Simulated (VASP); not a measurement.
Here is a VASP 6.6.1 calculation.

The input INCAR:

```
PREC     = Accurate       # precision mode
ENCUT    = 520            # plane-wave cutoff, eV
EDIFF    = 1E-7           # SCF threshold, eV
ISMEAR   = -1             # smearing method
SIGMA    = 0.05           # smearing width, eV
LREAL    = F              # projectors in reciprocal space
LASPH    = T              # aspherical terms in the spheres
NELM     = 60             # most SCF steps
ALGO     = Normal         # electronic algorithm
ISIF     = 2              # what is computed and relaxed
LWAVE    = F              # write WAVECAR
LCHARG   = F              # write CHGCAR
GGA      = PS             # functional
NBANDS   = 11             # bands
```

Contents of KPOINTS:

```
Automatic mesh
0
Gamma
  16 16 16
```

Contents of POSCAR:

```
Si
1.0
    0.0000000000      2.7168137247      2.7168137247
    2.7168137247      0.0000000000      2.7168137247
    2.7168137247      2.7168137247      0.0000000000
Si
2
Direct
    0.2500000000      0.2500000000      0.2500000000
    0.0000000000      0.0000000000      0.0000000000
```

Potentials or basis: VASP PAW PBE potentials, release 64 (Si).

The run is started by

```sh
$ cat potpaw_PBE.64/Si/POTCAR > POTCAR
$ mpirun -np 1 vasp_std > vasp.out
```

**Question.** Estimate the pressure.

**Answer.** 0.1 GPa.

**Question.** Predict the band gap on the k mesh.

**Answer.** 0.46 eV (least direct gap 2.52 eV).

Caveat: the PAW data sets were made with another functional, which shifts forces and pressure a little. A k mesh can miss the band edges.
